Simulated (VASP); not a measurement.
Input of a VASP 6.6.1 run:

The input INCAR:

```
PREC = Accurate
ENCUT = 500
EDIFF = 1E-6
ISMEAR = 0
SIGMA = 0.1
LREAL = False
LASPH = True
NELM = 120
ALGO = Normal
ISIF = 2
LWAVE = False
LCHARG = True
GGA = PS
LELF = True
LVHAR = True
NBANDS = 17
GGA_COMPAT = False
```

The input KPOINTS:

```
regular mesh
0
Gamma
  6 6 4
```

POSCAR

```
Sr
1.0
    4.1967185625      0.0000000000      0.0000000000
   -2.0983592813      3.6344648877      0.0000000000
    0.0000000000      0.0000000000      6.7397289834
Sr
2
Direct
    0.3333333333      0.6666666667      0.2500000000
    0.6666666667      0.3333333333      0.7500000000
```

Potentials or basis: VASP PAW PBE potentials, release 64 (Sr_sv).

Command:

```bash
$ cat potpaw_PBE.64/Sr_sv/POTCAR > POTCAR
$ mpirun -np 1 vasp_std > vasp.out
```

(1) Predict the pressure.

(2) What does it give for the band gap on the k mesh?

Answers

(1) 0.3 GPa.

(2) zero (bands 10 and 11 overlap by 0.22 eV).

Caveat: the PAW data sets were made with another functional, which shifts forces and pressure a little.
